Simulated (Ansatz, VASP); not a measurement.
Y3F in VASP and in Ansatz

```
Y F
1.0
     5.56516    0.00000    0.00000
     0.00000    5.56516    0.00000
     0.00000    0.00000    3.54451
Y F
3 1
Direct
  0.00000 0.50000 0.50000
  0.50000 0.00000 0.50000
  0.50000 0.50000 0.00000
  0.00000 0.00000 0.00000
```

Alike in both runs: task relaxation of cell and atoms; functional PBE; k mesh 4 × 4 × 6; occupations gaussian, width 0.1 eV; no spin polarisation.

|  | VASP | Ansatz |
| --- | --- | --- |
| version | VASP 6.6.1 | Ansatz 0.2.0 |
| potentials or method | VASP PAW PBE potentials, release 64 (Y_sv, F), cutoff 600 eV | scalar-relativistic, plane waves, PAW |
| valence electrons in the cell | 40 | 40 |

VASP gave:

```
gap on the k mesh at the Fermi level, each at its own relaxed structure (eV) : none
relaxed volume (Å³/atom)                                                     : 27.07
relaxed length of the cell vector where the two differ most in proportion (Å)              : 5.586
```

**Question.** Which values does Ansatz return?

**Answer.** gap on the k mesh at the Fermi level, each at its own relaxed structure (eV): none; relaxed volume (Å³/atom): 27.35; relaxed length of the cell vector where the two differ most in proportion (Å): 5.611.

A gap of «none» marks a metal or a gap that the smearing closes.
